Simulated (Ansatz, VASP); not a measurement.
**NaCl4: VASP beside Ansatz**

```
Na Cl
1.0
     2.42314   -5.96289    0.00000
     2.42314    5.96289    0.00000
     0.00000    0.00000    5.19828
Na Cl
1 4
Direct
  0.00000 0.00000 0.00000
  0.76077 0.23923 0.00000
  0.23923 0.76077 0.00000
  0.74660 0.74660 0.50000
  0.25340 0.25340 0.50000
```

Change from the starting cell: ordered vacancies on the cation sites of rutile (Cmmm, No. 65).

Alike in both runs: functional PBE; k mesh 6 × 6 × 8; occupations gaussian, width 0.1 eV; no spin polarisation.

Ansatz relaxed the structure, and its values are those at the end. VASP's run is a single point on that final structure, the one shown.

|  | VASP | Ansatz |
| --- | --- | --- |
| version | VASP 6.6.1 | Ansatz 0.2.0 |
| potentials or method | VASP PAW PBE potentials, release 64 (Na_pv, Cl), cutoff 520 eV | scalar-relativistic, plane waves, PAW |
| valence electrons in the cell | 35 | 37 |

Ansatz gave:

```
gap on the k mesh at the Fermi level (eV) : none
pressure (GPa)                            : 0.0
rms of the force components (eV/Å)        : 0.002
```

Estimate VASP's values.

gap on the k mesh at the Fermi level (eV): none; pressure (GPa): -0.1; rms of the force components (eV/Å): 0.004.

A gap of «none» marks a metal or a gap that the smearing closes. VASP's potentials hold 35 valence electrons a cell and Ansatz's 37, so a difference there can come from the potentials and not from the codes.
